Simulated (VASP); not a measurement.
C:

```xyz
4
Lattice="2.4834 0.0000 0.0000 -1.2417 2.1507 0.0000 0.0000 0.0000 4.0945" Properties=species:S:1:pos:R:3 pbc="T T T"
C     0.0000    1.4338   -0.0010
C     1.2417    0.7169    2.0463
C     0.0000    1.4338    1.5323
C     1.2417    0.7169    3.5796
```

Base run:

```yaml
Program: VASP 6.6.1
Functional: LDA
Potentials_or_basis: VASP PAW LDA potentials, release 64 (C_h)
Cutoff: 910 eV
k_mesh: 9 × 9 × 6
Occupations: gaussian, width 0.01 eV
Spin: no spin polarisation
```

Its results: band gap on the k mesh 3.00 eV, indirect (least direct gap 4.86 eV); pressure 5.6 GPa.

Task: The run is repeated on the same cell with these changes: potentials or basis from VASP PAW LDA potentials, release 64 (C_h) to VASP PAW LDA potentials, release 64 (C); cutoff from 910 eV to 520 eV. What comes out?

Result: Band gap on the k mesh 2.99 eV, indirect (least direct gap 4.86 eV); pressure 6.6 GPa.

Caveats: the cutoff is under 1.25 times the usual one of these potentials, so pressure, stress and relaxed cells hold a basis-set (Pulay) error (some runs).

A k mesh can miss the band edges.
